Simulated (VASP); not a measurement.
# KHf (Pmma) in VASP: single point with PBE

Aim: the single point of KHf with PBE.

Program: VASP 6.6.1. These are calculated values, not measurements. Logs are shortened: lines on timing, memory, paths and dates and some standing lists are left out, and cuts for length are marked.

### Step 1. The cell of the first run

The structure is orthorhombic, space group Pmma (No. 51). Conventional cell: a = 5.096 Å, b = 3.110 Å, c = 9.699 Å, α = 90.00°, β = 90.00°, γ = 90.00°. Within 4.1 Å of K (site symmetry mm2) lie 2 K at 3.11 Å and 6 Hf at 3.88 to 3.94 Å. Hf (site symmetry mm2) has 4 Hf at 2.79 to 3.11 Å within 3.7 Å.

### Step 2. Single point, PBE

The input, INCAR:

```
SYSTEM = KHf
  ALGO = Fast
  EDIFF = 1E-7
  ENCUT = 520
  GGA = PE
  ISIF = 2
  ISMEAR = 0
  LASPH = .True.
  LCHARG = .True.
  LELF = .True.
  LREAL = .False.
  LVHAR = .True.
  LWAVE = .False.
  NBANDS = 27
  NELM = 60
  PREC = Accurate
  SIGMA = 0.1
```

The input, KPOINTS:

```
k-points
0
Gamma
  10 14 6
  0 0 0
```

The input, POSCAR:

```
KHf
1.0
    5.0964234313      0.0000000000      0.0000000000
    0.0000000000      3.1099365588      0.0000000000
    0.0000000000      0.0000000000      9.6986086079
K Hf
2 2
Direct
    0.7500000000      0.0000000000      0.6854529585
    0.2500000000      0.0000000000      0.3145470415
    0.7500000000      0.5000000000      0.0590715012
    0.2500000000      0.5000000000      0.9409284988
```

Potentials or basis: VASP PAW PBE potentials, release 64 (K_sv, Hf_pv).

Launch:

```
$ cat potpaw_PBE.64/K_sv/POTCAR potpaw_PBE.64/Hf_pv/POTCAR > POTCAR
$ mpirun -np 1 vasp_std > vasp.out
```

OUTCAR:

```text
SYSTEM = KHf
   EDIFF = 1E-7
   ENCUT = 520
   GGA = PE
   ISIF = 2
   ISMEAR = 0
   LASPH = .True.
   LREAL = .False.
   NELM = 60
   PREC = Accurate

 ion  position               nearest neighbor table
   1  0.750  0.000  0.685-
   2  0.250  0.000  0.315-
   3  0.750  0.500  0.059-   4 2.79   4 2.79
   4  0.250  0.500  0.941-   3 2.79   3 2.79

  LATTYP: Found a simple orthorhombic cell.
 ALAT       =     3.1099365588
 B/A-ratio  =     1.6387547897
 C/A-ratio  =     3.1185872845

  Lattice vectors:

 A1 = (   0.0000000000,  -3.1099365588,   0.0000000000)
 A2 = (   5.0964234313,   0.0000000000,   0.0000000000)
 A3 = (   0.0000000000,   0.0000000000,   9.6986086079)

Analysis of symmetry for initial positions (statically):
=====================================================================
 Subroutine PRICEL returns:
 Original cell was already a primitive cell.

 Routine SETGRP: Setting up the symmetry group for a
 simple orthorhombic supercell.

 Subroutine GETGRP returns: Found  8 space group operations
 (whereof  4 operations were pure point group operations)
 out of a pool of  8 trial point group operations.

The static configuration has the point symmetry C_2h.
 The point group associated with its full space group is D_2h.

Analysis of symmetry for dynamics (positions and initial velocities):
=====================================================================
 Subroutine PRICEL returns:
 Original cell was already a primitive cell.

 Routine SETGRP: Setting up the symmetry group for a
 simple orthorhombic supercell.

 Subroutine GETGRP returns: Found  8 space group operations
 (whereof  4 operations were pure point group operations)
 out of a pool of  8 trial point group operations.

The dynamic configuration has the point symmetry C_2h.
 The point group associated with its full space group is D_2h.

 Subroutine INISYM returns: Found  8 space group operations
 (whereof  4 operations are pure point group operations),
 and found     1 'primitive' translations

----------------------------------------------------------------------------------------

                                     Primitive cell

  volume of cell :     153.7186

  direct lattice vectors                    reciprocal lattice vectors
     5.096423431  0.000000000  0.000000000     0.196216035  0.000000000  0.000000000
     0.000000000  3.109936559  0.000000000     0.000000000  0.321549968  0.000000000
     0.000000000  0.000000000  9.698608608     0.000000000  0.000000000  0.103107574

  length of vectors
     5.096423431  3.109936559  9.698608608     0.196216035  0.321549968  0.103107574

  position of ions in fractional coordinates (direct lattice)
     0.750000000  0.000000000  0.685452959
     0.250000000  0.000000000  0.314547041
     0.750000000  0.500000000  0.059071501
     0.250000000  0.500000000  0.940928499

  ion indices of the primitive-cell ions
   primitive index   ion index
                 1           1
                 2           2
                 3           3
                 4           4

----------------------------------------------------------------------------------------

 KPOINTS: k-points

Automatic generation of k-mesh.
 Grid dimensions read from file:
 generate k-points for:   10   14    6

 Generating k-lattice:

  Cartesian coordinates                     Fractional coordinates (reciprocal lattice)
     0.019621604  0.000000000  0.000000000     0.100000000  0.000000000  0.000000000
     0.000000000  0.022967855  0.000000000     0.000000000  0.071428571  0.000000000
     0.000000000  0.000000000  0.017184596     0.000000000  0.000000000  0.166666667

  Length of vectors
     0.019621604  0.022967855  0.017184596

  Shift w.r.t. Gamma in fractional coordinates (k-lattice)
     0.000000000  0.000000000  0.000000000

 Subroutine IBZKPT returns following result:
 ===========================================

 Found    192 irreducible k-points:

 Following reciprocal coordinates:
            Coordinates               Weight
  0.000000  0.000000  0.000000      1.000000
  0.100000  0.000000  0.000000      2.000000
  0.200000  0.000000  0.000000      2.000000
  0.300000  0.000000  0.000000      2.000000
  0.400000  0.000000  0.000000      2.000000
  0.500000  0.000000  0.000000      1.000000
[... 16 lines left out ...]
  0.400000  0.214286  0.000000      4.000000
  0.500000  0.214286  0.000000      2.000000
 [... further k-points ...]
   k-points           NKPTS =    192   k-points in BZ     NKDIM =    192   number of bands    NBANDS=     27
   number of dos      NEDOS =    301   number of ions     NIONS =      4
   total plane-waves  NPLWV =  69120
   dimension x,y,z NGX =    40 NGY =   24 NGZ =   72
   dimension x,y,z NGXF=    80 NGYF=   48 NGZF=  144
   ions per type =               2   2
   NGX,Y,Z   is equivalent  to a cutoff of  13.05, 12.83, 12.34 a.u.
   NGXF,Y,Z  is equivalent  to a cutoff of  26.10, 25.66, 24.68 a.u.
 SYSTEM =  KHf
   PREC   = accura    normal or accurate (medium, high low for compatibility)
   ISTART =      0    job   : 0-new  1-cont  2-samecut
   ICHARG =      2    charge: 1-file 2-atom 10-const
   ISPIN  =      1    spin polarized calculation?
   LNONCOLLINEAR =      F non collinear calculations
   LSORBIT =      F    spin-orbit coupling
   LASPH  =      T    aspherical Exc in radial PAW
   ENCUT  =  520.0 eV  38.22 Ry    6.18 a.u.   9.48  5.78 18.03*2*pi/ulx,y,z
   NELM   =     60;   NELMIN=  2; NELMDL= -5     # of ELM steps
   EDIFF  = 0.1E-06   stopping-criterion for ELM
   LREAL  =      F    real-space projection
   EDIFFG = 0.1E-05   stopping-criterion for IOM
   NSW    =      0    number of steps for IOM
   IBRION =     -1    ionic relax: 0-MD 1-quasi-New 2-CG
   NFREE  =      0    steps in history (QN), initial steepest desc. (CG)
   ISIF   =      2    stress and relaxation
   ISYM   =      2    0-nonsym 1-usesym 2-fastsym
   POTIM  = 0.5000    time-step for ionic-motion
   TEBEG  =    0.0;   TEEND  =   0.0 temperature during run
   PSTRESS=    0.0 pullay stress
   NELECT =      38.0000    total number of electrons
   NUPDOWN=      -1.0000    fix difference up-down
   EMIN   =  10.00;   EMAX   =-10.00  energy-range for DOS
   EFERMI =   0.00;   METHOD = LEGACY
   ISMEAR =     0;   SIGMA  =   0.10  broadening in eV -4-tet -1-fermi 0-gaus
   EFERMI_NEDOS =   21; number of points for ismear=-14 and -15
   IALGO  =     68    algorithm
   IMIX   =      4    mixing-type and parameters
     AMIX     =   0.40;   BMIX     =  1.00
     AMIX_MAG =   1.60;   BMIX_MAG =  1.00
  volume/ion in A,a.u.               =      38.43       259.34
  Fermi-wavevector in a.u.,A,eV,Ry     =   1.027450  1.941598 14.363028  1.055653
  Thomas-Fermi vector in A             =   2.161395
   LORBIT       =      0    0 simple, 1 ext, 2 COOP (PROOUT), +10 PAW based schemes
   GGA     = PE    functional components
   LHFCALC =     F    Hartree Fock is set to
   AEXX    =    0.0000 exact exchange contribution
   IVDW    =     0    specifies the selected vdW correction
   LEPSILON=     F    determine dielectric tensor
   LRPA    =     F    only Hartree local field effects (RPA)
 non-spin polarized calculation
 RMM-DIIS sequential band-by-band and
 Gauss-broadening in eV      SIGMA  =   0.10
  energy-cutoff  :      520.00
  volume of cell :      153.72
 maximum number of plane-waves:      4172
 NGX is ok and might be reduce to    40
   NGX = 19   NGY = 11   NGZ = 37

 number of electron      38.0000001 magnetization

 Free energy of the ion-electron system (eV)
  ---------------------------------------------------
  ext. energy  EPLUGINS =         0.00000000
  ---------------------------------------------------
  free energy    TOTEN  =       -17.94660180 eV

  energy without entropy =      -17.91260951  energy(sigma->0) =      -17.92960565

 E-fermi :   1.4985     XC(G=0):  -7.9693

 val. band max:        1.4929959637   @ k =   0.1000   0.3571   0.0000
 cond. band min:       1.5001694719   @ k =   0.4000   0.0000   0.1667
 fundamental gap:      0.0071735082
 Fermi energy:         1.4984886952

 k-point     1 :       0.0000    0.0000    0.0000
  band No.  band energies     occupation
      1     -30.2426      2.00000
      2     -30.2397      2.00000
      3     -29.6583      2.00000
      4     -29.3595      2.00000
      5     -29.2720      2.00000
      6     -28.9631      2.00000
[... 19 lines left out ...]
     26       4.7337      0.00000
     27       5.2214      0.00000

 k-point     2 :       0.1000    0.0000    0.0000
  band No.  band energies     occupation
      1     -30.2425      2.00000
      2     -30.2398      2.00000
      3     -29.6506      2.00000
      4     -29.3668      2.00000
      5     -29.2573      2.00000
      6     -28.9600      2.00000
[... 19 lines left out ...]
     26       4.3406      0.00000
     27       4.9112      0.00000

 k-point     3 :       0.2000    0.0000    0.0000
  band No.  band energies     occupation
      1     -30.2421      2.00000
      2     -30.2400      2.00000
      3     -29.6286      2.00000
      4     -29.3879      2.00000
      5     -29.2142      2.00000
      6     -28.9510      2.00000
[... 19 lines left out ...]
     26       4.0407      0.00000
     27       5.1270      0.00000

 k-point     4 :       0.3000    0.0000    0.0000
  band No.  band energies     occupation
      1     -30.2417      2.00000
      2     -30.2403      2.00000
      3     -29.5950      2.00000
      4     -29.4207      2.00000
      5     -29.1462      2.00000
      6     -28.9369      2.00000
[... 19 lines left out ...]
     26       4.2406      0.00000
     27       4.9752      0.00000

 k-point     5 :       0.4000    0.0000    0.0000
  band No.  band energies     occupation
      1     -30.2412      2.00000
      2     -30.2405      2.00000
      3     -29.5533      2.00000
      4     -29.4619      2.00000
      5     -29.0590      2.00000
      6     -28.9192      2.00000
[... 19 lines left out ...]
     26       4.4958      0.00000
     27       4.7368      0.00000

 k-point     6 :       0.5000    0.0000    0.0000
  band No.  band energies     occupation
      1     -30.2408      2.00000
      2     -30.2408      2.00000
      3     -29.5075      2.00000
      4     -29.5075      2.00000
      5     -28.9610      2.00000
      6     -28.9610      2.00000
[... 444 lines left out ...]
      1     -30.1781      2.00000
      2     -30.1758      2.00000
      3     -29.6050      2.00000
      4     -29.3678      2.00000
      5     -29.1952      2.00000
      6     -29.1486      2.00000
[... 19 lines left out ...]
     26       4.2994      0.00000
     27       4.4218      0.00000

 k-point    22 :       0.3000    0.2143    0.0000
  band No.  band energies     occupation
      1     -30.1776      2.00000
      2     -30.1761      2.00000
      3     -29.5719      2.00000
      4     -29.4000      2.00000
      5     -29.1330      2.00000
      6     -29.1279      2.00000
[... 19 lines left out ...]
     26       4.1662      0.00000
     27       5.1661      0.00000

 k-point    23 :       0.4000    0.2143    0.0000
  band No.  band energies     occupation
      1     -30.1771      2.00000
      2     -30.1763      2.00000
      3     -29.5307      2.00000
      4     -29.4406      2.00000
      5     -29.1133      2.00000
      6     -29.0710      2.00000
[... 19 lines left out ...]
     26       4.2188      0.00000
     27       4.4039      0.00000

 k-point    24 :       0.5000    0.2143    0.0000
  band No.  band energies     occupation
      1     -30.1767      2.00000
      2     -30.1767      2.00000
      3     -29.4856      2.00000
      4     -29.4856      2.00000
      5     -29.0915      2.00000
      6     -29.0915      2.00000
[... 19 lines left out ...]
     26       4.0598      0.00000
     27       4.8266      0.00000

 [... further k-points ...]

------------------------ aborting loop because EDIFF is reached ----------------------------------------

  FORCE on cell =-STRESS in cart. coord.  units (eV):
  Direction    XX          YY          ZZ          XY          YZ          ZX
  --------------------------------------------------------------------------------------
  -------------------------------------------------------------------------------------
  Total       -0.1320330     -0.0336998     -0.0047423      0.0000000      0.0000000      0.0000000
  in kB       -1.3761529     -0.3512457     -0.0494279      0.0000000      0.0000000      0.0000000
  external PRESSURE =      -0.5922755 kB  Pullay stress =       0.0000000 kB

 VOLUME and BASIS-vectors are now :
 -----------------------------------------------------------------------------
  energy-cutoff  :      520.00
  volume of cell :      153.72
      direct lattice vectors                 reciprocal lattice vectors
     5.096423431  0.000000000  0.000000000     0.196216035  0.000000000  0.000000000
     0.000000000  3.109936559  0.000000000     0.000000000  0.321549968  0.000000000
     0.000000000  0.000000000  9.698608608     0.000000000  0.000000000  0.103107574

 POSITION                                       TOTAL-FORCE (eV/Angst)
 -----------------------------------------------------------------------------------
      3.82232      0.00000      6.64794         0.000000     -0.000000     -0.003122
      1.27411      0.00000      3.05067        -0.000000      0.000000      0.003122
      3.82232      1.55497      0.57291        -0.000000     -0.000000     -0.020168
      1.27411      1.55497      9.12570         0.000000      0.000000      0.020168
 -----------------------------------------------------------------------------------
    total drift:                                0.000000      0.000000      0.000000

  FREE ENERGIE OF THE ION-ELECTRON SYSTEM (eV)
  ---------------------------------------------------
  free  energy   TOTEN  =       -17.9466017971 eV

  energy  without entropy=      -17.9126095077  energy(sigma->0) =      -17.92960565
```

It took 29 min on 1 thread of Intel Xeon Platinum 8488C (Sapphire Rapids), shared host; peak memory 0.77 GiB.

Results:

| Property | Result |
| --- | --- |
| Free energy | -17.9466 eV |
| Pressure | -0.1 GPa |
| Largest force | 0.020 eV/Å |
| Band gap on the k mesh | zero (bands 19 and 20 overlap by 1.18 eV) |

Forces in eV/Å, atoms in the order of the input:
```
K    0.000  0.000 -0.003
K    0.000  0.000  0.003
Hf   0.000  0.000 -0.020
Hf   0.000  0.000  0.020
```

Stress tensor (GPa, compression positive):
```
-0.14  0.00  0.00
 0.00 -0.04  0.00
 0.00  0.00  0.00
```

Levels at points of the mesh, in eV from the Fermi level:
```
           k point  band 15  band 16  band 17  band 18  band 19  band 20  band 21  band 22  band 23  band 24
(0.00, 0.00, 0.00)    -5.04    -1.87    -1.51    -0.83    -0.72     0.12     0.41     1.08     1.31     2.10
(0.50, 0.00, 0.00)    -3.39    -3.39    -1.33    -1.33    -0.15    -0.15     0.40     0.40     1.09     1.09
(0.00, 0.50, 0.00)    -2.04    -1.70    -0.69    -0.20     0.54     0.72     1.50     1.64     1.80     1.95
(0.50, 0.50, 0.00)    -1.46    -1.46    -0.45    -0.45     0.25     0.25     0.48     0.48     1.81     1.81
(0.00, 0.00, 0.50)    -5.01    -2.31    -0.96    -0.91    -0.43    -0.22     0.41     1.08     1.43     2.13
(0.50, 0.00, 0.50)    -3.38    -3.38    -1.30    -1.30    -0.21    -0.21     0.08     0.08     1.66     1.66
(0.00, 0.50, 0.50)    -2.05    -1.70    -0.75    -0.20     0.64     0.70     1.46     1.74     1.83     1.95
(0.50, 0.50, 0.50)    -1.46    -1.46    -0.45    -0.45     0.17     0.17     0.48     0.48     2.24     2.24
```

Caveat: spin-orbit coupling is left out, which moves the levels of the heavy elements.
